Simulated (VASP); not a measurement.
# BiTe (R-3m) in VASP: further runs, part 2 of 2

VASP 6.6.1. The steps go on from the part before.

### 3 Single point, r2SCAN

POSCAR reads:

```
BiTe
1.0
    2.4909886969      1.4381729947      3.1379227438
   -2.4909886969      1.4381729947      3.1379227438
    0.0000000000     -2.8763459894      3.1379227438
Bi Te
1 1
Direct
    0.5000000000      0.5000000000      0.5000000000
    0.0000000000      0.0000000000      0.0000000000
```

INCAR.step1 reads:

```
PREC = Accurate ; ENCUT = 520
ISMEAR = 0 ; SIGMA = 0.15
LREAL = False ; LASPH = True
NELM = 80 ; NBANDS = 18
GGA = PE ; ALGO = Normal
EDIFF = 1E-4 ; LWAVE = True
LCHARG = False
```

INCAR.step2 reads:

```
PREC = Accurate ; ENCUT = 520
EDIFF = 1E-6 ; ISMEAR = 0
SIGMA = 0.15 ; LREAL = False
LASPH = True ; NELM = 80
ALGO = Normal ; ISIF = 2
LWAVE = False ; LCHARG = False
METAGGA = R2SCAN ; LMIXTAU = True
NBANDS = 18 ; ISTART = 1
```

KPOINTS reads:

```
Automatic mesh
0
Gamma
  12 12 12
```

Potentials or basis: VASP PAW PBE potentials, release 64 (Bi_d, Te).

Started as:

```
$ cat potpaw_PBE.64/Bi_d/POTCAR potpaw_PBE.64/Te/POTCAR > POTCAR
$ cp INCAR.step1 INCAR
$ mpirun -np 1 vasp_std > vasp.out
$ cp INCAR.step2 INCAR
$ mpirun -np 1 vasp_std > vasp.out
```

OUTCAR:

```text
PREC = Accurate
   ENCUT = 520
   EDIFF = 1E-6
   ISMEAR = 0
   LREAL = False
   LASPH = True
   NELM = 80
   ISIF = 2
   METAGGA = R2SCAN
   ISTART = 1

 ion  position               nearest neighbor table
   1  0.500  0.500  0.500-   2 3.28   2 3.28   2 3.28   2 3.28   2 3.28   2 3.28
   2  0.000  0.000  0.000-   1 3.28   1 3.28   1 3.28   1 3.28   1 3.28   1 3.28

  LATTYP: Found a trigonal (rhomboedric) cell.
 ALAT       =     4.2567505678
 COS(alpha) =     0.3151158681

  Lattice vectors:

 A1 = (   2.4909886969,   1.4381729947,   3.1379227438)
 A2 = (  -2.4909886969,   1.4381729947,   3.1379227438)
 A3 = (   0.0000000000,  -2.8763459894,   3.1379227438)

Analysis of symmetry for initial positions (statically):
=====================================================================
 Subroutine PRICEL returns:
 Original cell was already a primitive cell.

 Routine SETGRP: Setting up the symmetry group for a
 trigonal (rhombohedral) supercell.

 Subroutine GETGRP returns: Found 12 space group operations
 (whereof 12 operations were pure point group operations)
[... 157 lines left out ...]
  ---------------------------------------------------
  ext. energy  EPLUGINS =         0.00000000
  ---------------------------------------------------
  free energy    TOTEN  =       -84.01013094 eV

  energy without entropy =      -83.99719742  energy(sigma->0) =      -84.00366418

 E-fermi :   6.5281     XC(G=0): -10.0533

 val. band max:        6.5216129637   @ k =  -0.3333   0.3333   0.2500
 cond. band min:       6.5287955089   @ k =   0.4167   0.1667   0.0833
 fundamental gap:      0.0071825452
 Fermi energy:         6.5280886215

 k-point     1 :       0.0000    0.0000    0.0000
  band No.  band energies     occupation
      1     -17.4491      2.00000
      2     -17.4491      2.00000
      3     -17.4280      2.00000
      4     -17.4280      2.00000
      5     -17.4053      2.00000
      6      -7.4378      2.00000
[... 481 lines left out ...]
      5     -17.4035      2.00000
      6      -5.4705      2.00000
[... 10 lines left out ...]
     17      15.8062      0.00000
     18      17.5960      0.00000

 [... further k-points ...]
[... 5 lines left out ...]
  --------------------------------------------------------------------------------------
  -------------------------------------------------------------------------------------
  Total       -1.0386474     -1.0386474     -0.0155136      0.0000000     -0.0000000      0.0000000
  in kB      -24.6718862    -24.6718862     -0.3685079      0.0000000     -0.0000000      0.0000000
  external PRESSURE =     -16.5707601 kB  Pullay stress =       0.0000000 kB

 VOLUME and BASIS-vectors are now :
 -----------------------------------------------------------------------------
  energy-cutoff  :      520.00
  volume of cell :       67.45
      direct lattice vectors                 reciprocal lattice vectors
     2.490988697  1.438172995  3.137922744     0.200723512  0.115887774  0.106227387
    -2.490988697  1.438172995  3.137922744    -0.200723512  0.115887774  0.106227387
     0.000000000 -2.876345989  3.137922744     0.000000000 -0.231775548  0.106227387

 POSITION                                       TOTAL-FORCE (eV/Angst)
 -----------------------------------------------------------------------------------
      0.00000      0.00000      4.70688        -0.000000      0.000000      0.000000
      0.00000      0.00000      0.00000         0.000000     -0.000000      0.000000
 -----------------------------------------------------------------------------------
    total drift:                               -0.000000      0.000000     -0.000000

  FREE ENERGIE OF THE ION-ELECTRON SYSTEM (eV)
  ---------------------------------------------------
  free  energy   TOTEN  =       -84.0101309412 eV

  energy  without entropy=      -83.9971974247  energy(sigma->0) =      -84.00366418
```

OUTCAR.step1:

```text
PREC = Accurate
   ENCUT = 520
   ISMEAR = 0
   LREAL = False
   LASPH = True
[... 726 lines left out ...]
      0.00000      0.00000      4.70688        -0.000000     -0.000000      0.000000
      0.00000      0.00000      0.00000         0.000000      0.000000     -0.000000
 -----------------------------------------------------------------------------------
    total drift:                               -0.000000      0.000000     -0.000000

  FREE ENERGIE OF THE ION-ELECTRON SYSTEM (eV)
  ---------------------------------------------------
  free  energy   TOTEN  =        -7.1659150650 eV

  energy  without entropy=       -7.1526954716  energy(sigma->0) =       -7.15930527
```

OSZICAR.step1:

```text
N       E                     dE             d eps       ncg     rms          rms(c)
DAV:   1     0.157372175547E+03    0.15737E+03   -0.99710E+03  6804   0.113E+03
DAV:   2     0.477513737990E+01   -0.15260E+03   -0.14875E+03  7312   0.304E+02
DAV:   3    -0.688705066188E+01   -0.11662E+02   -0.11551E+02  8312   0.880E+01
DAV:   4    -0.721118525526E+01   -0.32413E+00   -0.32380E+00  8780   0.157E+01
DAV:   5    -0.722169570553E+01   -0.10510E-01   -0.10510E-01  9138   0.258E+00    0.542E+00
DAV:   6    -0.716246162591E+01    0.59234E-01   -0.19507E-01  9686   0.252E+00    0.337E+00
DAV:   7    -0.716561528810E+01   -0.31537E-02   -0.37172E-02  7984   0.929E-01    0.880E-01
DAV:   8    -0.716579515970E+01   -0.17987E-03   -0.47665E-03  8098   0.466E-01    0.161E-01
DAV:   9    -0.716591425744E+01   -0.11910E-03   -0.58929E-04  8080   0.144E-01    0.578E-02
DAV:  10    -0.716591506498E+01   -0.80754E-06   -0.29339E-05  4136   0.336E-02
   1 F= -.71659151E+01 E0= -.71593053E+01  d E =-.132196E-01
```

It took 6.6 min on 1 thread of Intel Xeon 8259CL, shared host; peak memory 0.36 GiB.

Results:

```
Free energy            : -84.0101 eV
Pressure               : -1.7 GPa
Band gap on the k mesh : zero (an odd number of electrons rules out a gap without spin polarisation)
```

Stress tensor (GPa, compression positive):
```
-2.47  0.00  0.00
 0.00 -2.47  0.00
 0.00  0.00 -0.04
```

Levels at points of the mesh, in eV from the Fermi level:
| k point | band 6 | band 7 | band 8 | band 9 | band 10 | band 11 | band 12 | band 13 | band 14 | band 15 |
| --- | --- | --- | --- | --- | --- | --- | --- | --- | --- | --- |
| (0.00, 0.00, 0.00) | -13.97 | -8.57 | -3.17 | -3.17 | -1.47 | 1.90 | 2.97 | 2.97 | 4.27 | 4.27 |
| (0.50, 0.00, 0.00) | -11.97 | -11.79 | -1.90 | -1.87 | -0.93 | -0.79 | -0.48 | 0.80 | 6.88 | 6.94 |
| (0.50, 0.50, 0.00) | -12.04 | -10.30 | -5.74 | -4.85 | -3.03 | 2.83 | 3.05 | 3.69 | 4.48 | 8.25 |
| (0.50, 0.50, 0.50) | -11.44 | -11.16 | -2.64 | -2.64 | -2.52 | -1.77 | -1.51 | -1.51 | 9.09 | 9.53 |

Caveat: the PAW data sets were made with another functional, which shifts forces and pressure a little; spin-orbit coupling is left out, which moves the levels of the heavy elements.
